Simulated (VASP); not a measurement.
Wanted: the native input for a VASP 6.6.1 run.

```
Task                   : single point
Functional             : r2SCAN
Potentials or basis    : VASP PAW PBE potentials, release 64 (Mg, F)
Cutoff                 : 660 eV
k mesh                 : 6 × 6 × 8
Occupations            : fermi-dirac, width 0.02 eV
Spin                   : no spin polarisation
Dipole correction      : no
Further INCAR settings : ALGO = Normal; EDIFF = 1e-06; NBANDS = 25
```

Crystal: MgF2.

```xyz
6
Lattice="4.6220 0.0000 0.0000 0.0000 4.6220 0.0000 0.0000 0.0000 3.0461" Properties=species:S:1:pos:R:3 pbc="T T T"
Mg    2.3110    2.3110    1.5231
Mg    0.0000    0.0000    0.0000
F     3.2218    3.2218    0.0000
F     3.7113    0.9108    1.5231
F     1.4002    1.4002    0.0000
F     0.9108    3.7113    1.5231
```

One way to write it, as run:

POSCAR

```
MgF2
1.0
    4.6220159513      0.0000000000      0.0000000000
    0.0000000000      4.6220159513      0.0000000000
    0.0000000000      0.0000000000      3.0461118667
Mg F
2 4
Direct
    0.5000000000      0.5000000000      0.5000000000
    0.0000000000      0.0000000000      0.0000000000
    0.6970494155      0.6970494155      0.0000000000
    0.8029505845      0.1970494155      0.5000000000
    0.3029505845      0.3029505845      0.0000000000
    0.1970494155      0.8029505845      0.5000000000
```

INCAR.step1

```
PREC = Accurate
ENCUT = 660
ISMEAR = -1
SIGMA = 0.02
LREAL = F
LASPH = T
NELM = 120
NBANDS = 25
GGA = PE
ALGO = Normal
EDIFF = 1E-5
LWAVE = T
LCHARG = F
GGA_COMPAT = F
```

INCAR.step2

```
PREC = Accurate
ENCUT = 660
EDIFF = 1E-6
ISMEAR = -1
SIGMA = 0.02
LREAL = F
LASPH = T
NELM = 120
ALGO = Normal
ISIF = 2
LWAVE = F
LCHARG = F
METAGGA = R2SCAN
LMIXTAU = T
NBANDS = 25
ISTART = 1
GGA_COMPAT = F
```

KPOINTS

```
Automatic mesh
0
Gamma
  6 6 8
```

Potentials or basis: VASP PAW PBE potentials, release 64 (Mg, F).

The run is started by

```console
$ cat potpaw_PBE.64/Mg/POTCAR potpaw_PBE.64/F/POTCAR > POTCAR
$ cp INCAR.step1 INCAR
$ mpirun -np 1 vasp_std > vasp.out
$ cp INCAR.step2 INCAR
$ mpirun -np 1 vasp_std > vasp.out
```

It gave:

```json
{
  "Pressure": "-1.5 GPa",
  "Largest force": "0.007 eV/Å",
  "Band gap on the k mesh": "8.03 eV"
}
```

Caveat: the PAW data sets were made with another functional, which shifts forces and pressure a little.

It took 5.8 min on 1 thread of Intel(R) Xeon(R) Platinum 8259CL CPU @ 2.50GHz (Skylake/Cascade Lake), with other jobs on the host, peak memory 0.27 GiB.
